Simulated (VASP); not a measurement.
# CsH (I4/mmm) in VASP: single point with r2SCAN

Aim: the single point of CsH with r2SCAN.

Program: VASP 6.6.1. These are calculated values, not measurements. Logs are shortened: lines on timing, memory, paths and dates and some standing lists are left out, and cuts for length are marked.

## Step 1: The cell of the first run

It takes space group I4/mmm (No. 139, tetragonal). Conventional cell: a = 4.869 Å, b = 4.869 Å, c = 6.631 Å, α = 90.00°, β = 90.00°, γ = 90.00°. Within 4.4 Å of Cs (site symmetry 4/mmm) lie 6 H at 3.32 to 3.44 Å. H (site symmetry 4/mmm) has 6 Cs at 3.32 to 3.44 Å within 4.4 Å.

## Step 2: Single point, r2SCAN (strain +0.080 along x and y, +0.040 along z)

The input, POSCAR:

```
CsH
1.0
    0.0000000000      3.4430400000      3.3155200000
    3.4430400000      0.0000000000      3.3155200000
    3.4430400000      3.4430400000      0.0000000000
Cs H
1 1
Direct
    0.0000000000      0.0000000000      0.0000000000
    0.5000000000      0.5000000000      0.5000000000
```

The input, INCAR.step1:

```
  PREC = Accurate
  ENCUT = 520
  ISMEAR = 0
  SIGMA = 0.05
  LREAL = False
  LASPH = True
  NELM = 80
  NBANDS = 12
  GGA = PE
  ALGO = Normal
  EDIFF = 1E-4
  LWAVE = True
  LCHARG = False
```

The input, INCAR.step2:

```
  PREC = Accurate
  ENCUT = 520
  EDIFF = 1E-6
  ISMEAR = 0
  SIGMA = 0.05
  LREAL = False
  LASPH = True
  NELM = 80
  ALGO = Normal
  ISIF = 2
  LWAVE = False
  LCHARG = True
  METAGGA = R2SCAN
  LMIXTAU = True
  LELF = True
  LVHAR = True
  NBANDS = 12
  ISTART = 1
```

The input, KPOINTS:

```
regular mesh
0
Gamma
  6 6 6
```

Potentials or basis: VASP PAW PBE potentials, release 64 (Cs_sv, H).

Launch:

```console
$ cat potpaw_PBE.64/Cs_sv/POTCAR potpaw_PBE.64/H/POTCAR > POTCAR
$ cp INCAR.step1 INCAR
$ mpirun -np 1 vasp_std > vasp.out
$ cp INCAR.step2 INCAR
$ mpirun -np 1 vasp_std > vasp.out
```

OUTCAR:

```text
PREC = Accurate
   ENCUT = 520
   EDIFF = 1E-6
   ISMEAR = 0
   LREAL = False
   LASPH = True
   NELM = 80
   ISIF = 2
   METAGGA = R2SCAN
   ISTART = 1

 ion  position               nearest neighbor table
   1  0.000  0.000  0.000-
   2  0.500  0.500  0.500-

  LATTYP: Found a body centered tetragonal cell.
 ALAT       =     4.8691938638
 C/A-ratio  =     1.3618352823

  Lattice vectors:

 A1 = (   0.0000000000,  -3.4430400000,  -3.3155200000)
 A2 = (   0.0000000000,   3.4430400000,  -3.3155200000)
 A3 = (   3.4430400000,   0.0000000000,   3.3155200000)

Analysis of symmetry for initial positions (statically):
=====================================================================
 Subroutine PRICEL returns:
 Original cell was already a primitive cell.

 Routine SETGRP: Setting up the symmetry group for a
 body centered tetragonal supercell.

 Subroutine GETGRP returns: Found 16 space group operations
 (whereof 16 operations were pure point group operations)
 out of a pool of 16 trial point group operations.

The static configuration has the point symmetry D_4h.

Analysis of symmetry for dynamics (positions and initial velocities):
=====================================================================
 Subroutine PRICEL returns:
 Original cell was already a primitive cell.

 Routine SETGRP: Setting up the symmetry group for a
 body centered tetragonal supercell.

 Subroutine GETGRP returns: Found 16 space group operations
 (whereof 16 operations were pure point group operations)
 out of a pool of 16 trial point group operations.

The dynamic configuration has the point symmetry D_4h.

 Subroutine INISYM returns: Found 16 space group operations
 (whereof 16 operations are pure point group operations),
 and found     1 'primitive' translations

----------------------------------------------------------------------------------------

                                     Primitive cell

  volume of cell :      78.6078

  direct lattice vectors                    reciprocal lattice vectors
     0.000000000  3.443040000  3.315520000    -0.145220503  0.145220503  0.150805907
     3.443040000  0.000000000  3.315520000     0.145220503 -0.145220503  0.150805907
     3.443040000  3.443040000  0.000000000     0.145220503  0.145220503 -0.150805907

  length of vectors
     4.779874194  4.779874194  4.869193864     0.254794840  0.254794840  0.254794840

  position of ions in fractional coordinates (direct lattice)
     0.000000000  0.000000000  0.000000000
     0.500000000  0.500000000  0.500000000

  ion indices of the primitive-cell ions
   primitive index   ion index
                 1           1
                 2           2

----------------------------------------------------------------------------------------

 KPOINTS: regular mesh

Automatic generation of k-mesh.
 Grid dimensions read from file:
 generate k-points for:    6    6    6

 Generating k-lattice:

  Cartesian coordinates                     Fractional coordinates (reciprocal lattice)
    -0.024203417  0.024203417  0.025134318     0.166666667  0.000000000  0.000000000
     0.024203417 -0.024203417  0.025134318     0.000000000  0.166666667  0.000000000
     0.024203417  0.024203417 -0.025134318    -0.000000000 -0.000000000  0.166666667

  Length of vectors
     0.042465807  0.042465807  0.042465807

  Shift w.r.t. Gamma in fractional coordinates (k-lattice)
     0.000000000  0.000000000  0.000000000

 Subroutine IBZKPT returns following result:
 ===========================================

 Found     30 irreducible k-points:

 Following reciprocal coordinates:
            Coordinates               Weight
  0.000000  0.000000  0.000000      1.000000
  0.166667  0.000000  0.000000      8.000000
  0.333333 -0.000000  0.000000      8.000000
  0.500000  0.000000  0.000000      4.000000
  0.166667  0.166667  0.000000      2.000000
  0.333333  0.166667  0.000000      8.000000
[... 16 lines left out ...]
  0.333333  0.000000  0.333333      4.000000
  0.500000  0.000000  0.333333     16.000000
 [... further k-points ...]
   k-points           NKPTS =     30   k-points in BZ     NKDIM =     30   number of bands    NBANDS=     12
   number of dos      NEDOS =    301   number of ions     NIONS =      2
   total plane-waves  NPLWV =  46656
   dimension x,y,z NGX =    36 NGY =   36 NGZ =   36
   dimension x,y,z NGXF=    72 NGYF=   72 NGZF=   72
   ions per type =               1   1
   NGX,Y,Z   is equivalent  to a cutoff of  12.52, 12.52, 12.29 a.u.
   NGXF,Y,Z  is equivalent  to a cutoff of  25.04, 25.04, 24.58 a.u.
 SYSTEM =  unknown system
   PREC   = accura    normal or accurate (medium, high low for compatibility)
   ISTART =      1    job   : 0-new  1-cont  2-samecut
   ICHARG =      0    charge: 1-file 2-atom 10-const
   ISPIN  =      1    spin polarized calculation?
   LNONCOLLINEAR =      F non collinear calculations
   LSORBIT =      F    spin-orbit coupling
   LASPH  =      T    aspherical Exc in radial PAW
   ENCUT  =  520.0 eV  38.22 Ry    6.18 a.u.   8.89  8.89  9.05*2*pi/ulx,y,z
   NELM   =     80;   NELMIN=  2; NELMDL=  0     # of ELM steps
   EDIFF  = 0.1E-05   stopping-criterion for ELM
   LREAL  =      F    real-space projection
   EDIFFG = 0.1E-04   stopping-criterion for IOM
   NSW    =      0    number of steps for IOM
   IBRION =     -1    ionic relax: 0-MD 1-quasi-New 2-CG
   NFREE  =      0    steps in history (QN), initial steepest desc. (CG)
   ISIF   =      2    stress and relaxation
   ISYM   =      2    0-nonsym 1-usesym 2-fastsym
   POTIM  = 0.5000    time-step for ionic-motion
   TEBEG  =    0.0;   TEEND  =   0.0 temperature during run
   PSTRESS=    0.0 pullay stress
   NELECT =      10.0000    total number of electrons
   NUPDOWN=      -1.0000    fix difference up-down
   EMIN   =  10.00;   EMAX   =-10.00  energy-range for DOS
   EFERMI =   0.00;   METHOD = LEGACY
   ISMEAR =     0;   SIGMA  =   0.05  broadening in eV -4-tet -1-fermi 0-gaus
   EFERMI_NEDOS =   21; number of points for ismear=-14 and -15
   IALGO  =     38    algorithm
   IMIX   =      4    mixing-type and parameters
     AMIX     =   0.40;   BMIX     =  1.00
     AMIX_MAG =   1.60;   BMIX_MAG =  1.00
  volume/ion in A,a.u.               =      39.30       265.24
  Fermi-wavevector in a.u.,A,eV,Ry     =   0.823353  1.555912  9.223535  0.677911
  Thomas-Fermi vector in A             =   1.934849
   LORBIT       =      0    0 simple, 1 ext, 2 COOP (PROOUT), +10 PAW based schemes
   METAGGA = R2SCAN    functional components
   LHFCALC =     F    Hartree Fock is set to
   AEXX    =    0.0000 exact exchange contribution
   IVDW    =     0    specifies the selected vdW correction
   LEPSILON=     F    determine dielectric tensor
   LRPA    =     F    only Hartree local field effects (RPA)
 non-spin polarized calculation
 Gauss-broadening in eV      SIGMA  =   0.05
  energy-cutoff  :      520.00
  volume of cell :       78.61
 maximum number of plane-waves:      2128
   NGX = 17   NGY = 17   NGZ = 19

 number of electron      10.0000002 magnetization

 Free energy of the ion-electron system (eV)
  ---------------------------------------------------
  ext. energy  EPLUGINS =         0.00000000
  ---------------------------------------------------
  free energy    TOTEN  =       -28.92596594 eV

  energy without entropy =      -28.92596594  energy(sigma->0) =      -28.92596594

 E-fermi :  -0.6021     XC(G=0):  -6.8201

 val. band max:       -0.8940285493   @ k =   0.5000   0.0000   0.0000
 cond. band min:       1.9186108636   @ k =   0.5000   0.0000   0.0000
 fundamental gap:      2.8126394129
 Fermi energy:        -0.6021250290

 k-point     1 :       0.0000    0.0000    0.0000
  band No.  band energies     occupation
      1     -23.0010      2.00000
      2      -9.2474      2.00000
      3      -9.2474      2.00000
      4      -9.2100      2.00000
      5      -2.1866      2.00000
      6       4.6856      0.00000
      7       4.6973      0.00000
      8       4.6973      0.00000
      9       4.8442      0.00000
     10       6.1485      0.00000
     11       6.5728      0.00000
     12       8.0111      0.00000

 k-point     2 :       0.1667    0.0000    0.0000
  band No.  band energies     occupation
      1     -22.9921      2.00000
      2      -9.3608      2.00000
      3      -9.2637      2.00000
      4      -9.2321      2.00000
      5      -1.8950      2.00000
      6       3.7851      0.00000
      7       4.7910      0.00000
      8       4.7923      0.00000
      9       4.9592      0.00000
     10       5.8698      0.00000
     11       6.1193      0.00000
     12       8.9528      0.00000

 k-point     3 :       0.3333   -0.0000    0.0000
  band No.  band energies     occupation
      1     -22.9743      2.00000
      2      -9.5912      2.00000
      3      -9.2958      2.00000
      4      -9.2548      2.00000
      5      -1.2654      2.00000
      6       2.4999      0.00000
      7       4.4653      0.00000
      8       4.7076      0.00000
      9       5.3966      0.00000
     10       6.5296      0.00000
     11       6.5522      0.00000
     12       9.8992      0.00000
[... 286 lines left out ...]
 k-point    23 :       0.3333    0.0000    0.3333
  band No.  band energies     occupation
      1     -22.9670      2.00000
      2      -9.5628      2.00000
      3      -9.3446      2.00000
      4      -9.3307      2.00000
      5      -1.5507      2.00000
      6       3.2234      0.00000
      7       3.6816      0.00000
      8       5.9171      0.00000
      9       6.0442      0.00000
     10       6.3985      0.00000
     11       7.2743      0.00000
     12       9.2283      0.00000

 k-point    24 :       0.5000    0.0000    0.3333
  band No.  band energies     occupation
      1     -22.9581      2.00000
      2      -9.6079      2.00000
      3      -9.4130      2.00000
      4      -9.3489      2.00000
      5      -1.4358      2.00000
      6       3.0633      0.00000
      7       3.8681      0.00000
      8       5.8280      0.00000
      9       6.1351      0.00000
     10       7.4450      0.00000
     11       7.6422      0.00000
     12       8.1647      0.00000

 [... further k-points ...]

------------------------ aborting loop because EDIFF is reached ----------------------------------------

  FORCE on cell =-STRESS in cart. coord.  units (eV):
  Direction    XX          YY          ZZ          XY          YZ          ZX
  --------------------------------------------------------------------------------------
  -------------------------------------------------------------------------------------
  Total       -0.6775063     -0.6775063     -0.5025841      0.0000000     -0.0000000     -0.0000000
  in kB      -13.8088708    -13.8088708    -10.2436230      0.0000000     -0.0000000     -0.0000000
  external PRESSURE =     -12.6204549 kB  Pullay stress =       0.0000000 kB

 VOLUME and BASIS-vectors are now :
 -----------------------------------------------------------------------------
  energy-cutoff  :      520.00
  volume of cell :       78.61
      direct lattice vectors                 reciprocal lattice vectors
     0.000000000  3.443040000  3.315520000    -0.145220503  0.145220503  0.150805907
     3.443040000  0.000000000  3.315520000     0.145220503 -0.145220503  0.150805907
     3.443040000  3.443040000  0.000000000     0.145220503  0.145220503 -0.150805907

 POSITION                                       TOTAL-FORCE (eV/Angst)
 -----------------------------------------------------------------------------------
      0.00000      0.00000      0.00000         0.000000      0.000000     -0.000000
      3.44304      3.44304      3.31552         0.000000      0.000000      0.000000
 -----------------------------------------------------------------------------------
    total drift:                               -0.000000      0.000000      0.000000

  FREE ENERGIE OF THE ION-ELECTRON SYSTEM (eV)
  ---------------------------------------------------
  free  energy   TOTEN  =       -28.9259659371 eV

  energy  without entropy=      -28.9259659371  energy(sigma->0) =      -28.92596594
```

Run time: 2.4 min. Hardware: 1 thread of Intel Xeon 8259CL, shared host; peak memory 0.22 GiB.

Results:

- Free energy: -28.9260 eV
- Pressure: -1.3 GPa
- Band gap on the k mesh: 2.81 eV

Stress tensor (GPa, compression positive):
```
-1.38  0.00  0.00
 0.00 -1.38  0.00
 0.00  0.00 -1.02
```

Caveat: the cell differs from its parent crystal (strain +0.080 along x and y, +0.040 along z); the PAW data sets were made with another functional, which shifts forces and pressure a little; spin-orbit coupling is left out, which moves the levels of the heavy elements. A k mesh can miss the band edges.
